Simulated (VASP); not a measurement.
WS2: single point with PBE

The system is WS2.

```
W S
1.0
     3.18778    0.00000    0.00000
    -1.59389    2.76070    0.00000
     0.00000    0.00000   14.77497
W S
2 4
Direct
  0.33333 0.66667 0.25000
  0.66667 0.33333 0.75000
  0.33333 0.66667 0.64367
  0.66667 0.33333 0.14367
  0.33333 0.66667 0.85633
  0.66667 0.33333 0.35633
```

```
Program                : VASP 6.6.1
Task                   : single point
Functional             : PBE
Potentials or basis    : VASP PAW PBE potentials, release 64 (W_sv, S)
Cutoff                 : 520 eV
k mesh                 : 12 × 12 × 2
Occupations            : gaussian, width 0.05 eV
Spin                   : no spin polarisation
Dipole correction      : no
Further INCAR settings : ALGO = Normal; EDIFF = 1e-07; NBANDS = 35
```

```yaml
Pressure: 0.0 GPa
Largest_force: 0.004 eV/Å
Band_gap_on_the_k_mesh: 1.63 eV (least direct gap 1.80 eV)
```

Forces on the atoms (eV/Å):
```
W    0.000  0.000  0.000
W    0.000  0.000  0.000
S    0.000  0.000 -0.004
S    0.000  0.000 -0.004
S    0.000  0.000  0.004
S    0.000  0.000  0.004
```

Levels at points of the mesh, in eV from the valence-band top:
```tsv
k point	band 22	band 23	band 24	band 25	band 26	band 27	band 28	band 29	band 30	band 31
(0.00, 0.00, 0.00)	-1.80	-1.80	-1.80	-0.43	0.00	2.69	2.69	2.69	2.69	2.83
(0.50, 0.00, 0.00)	-2.32	-1.47	-1.45	-1.12	-1.10	2.65	2.65	3.07	3.13	3.73
(0.00, 0.00, 0.50)	-1.80	-1.80	-1.80	-0.18	-0.18	2.69	2.69	2.69	2.69	2.84
(0.50, 0.00, 0.50)	-2.32	-1.46	-1.46	-1.11	-1.11	2.65	2.65	3.10	3.10	3.85
```

Run time: 4.6 min on 1 thread of Intel Xeon 8259CL, with other jobs on the host, peak memory 0.32 GiB.

Caveat: spin-orbit coupling is left out, which moves the levels of the heavy elements; this functional lacks dispersion, which binds the layers, so the pressure and a relaxed spacing across them are unreliable. A k mesh can miss the band edges.
